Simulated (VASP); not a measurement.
Wanted: the native input for a VASP 6.6.1 run.

```
Task                   : single point
Functional             : LDA
Potentials or basis    : VASP PAW LDA potentials, release 64 (Si, C)
Cutoff                 : 520 eV
k mesh                 : 14 × 14 × 14
Occupations            : gaussian, width 0.05 eV
Spin                   : no spin polarisation
Dipole correction      : no
Further INCAR settings : ALGO = Normal; EDIFF = 1e-06; NBANDS = 11
```

The structure of SiC lies in POSCAR:

```
SiC
1.0
    0.0000000000      2.1740000000      2.1740000000
    2.1740000000      0.0000000000      2.1740000000
    2.1740000000      2.1740000000      0.0000000000
Si C
1 1
Direct
    0.1626280546      0.0000000000      0.0000000000
    0.7500000000      0.7500000000      0.7500000000
```

This cell differs from its parent crystal: all Si atoms moved -0.500 Å, as atom 1 towards its neighbour atom 1 (Si) at 3.075 Å.

These files were run (other wordings do the same):

INCAR

```
SYSTEM = SiC
PREC = Accurate ; ENCUT = 520
EDIFF = 1E-6 ; ISMEAR = 0
SIGMA = 0.05 ; LREAL = .False.
LASPH = .True. ; NELM = 80
ALGO = Normal ; ISIF = 2
LWAVE = .False. ; LCHARG = .True.
LELF = .True. ; LVHAR = .True.
NBANDS = 11
```

KPOINTS

```
regular mesh
0
Gamma
  14 14 14
  0 0 0
```

Potentials or basis: VASP PAW LDA potentials, release 64 (Si, C).

The run is started by

```bash
$ cat potpaw_LDA.64/Si/POTCAR potpaw_LDA.64/C/POTCAR > POTCAR
$ mpirun -np 1 vasp_std > vasp.out
```

It gave:

The pressure is 31.8 GPa and the largest force is 14.820 eV/Å. The band gap on the k mesh is zero (bands 4 and 5 overlap by 0.61 eV).

Caveat: the cell differs from its parent crystal (all Si atoms moved -0.500 Å, as atom 1 towards its neighbour atom 1 (Si) at 3.075 Å); the stress differs along the axes, from 18 to 59 GPa; semilocal functionals underestimate gaps, and a narrow one can read as zero; forces of over 1 eV/Å act on the atoms, so gaps and moduli don't describe the material at rest.

Run time: 4.1 min on 1 thread of AMD EPYC 7R13, with other jobs on the host, peak memory 0.23 GiB.
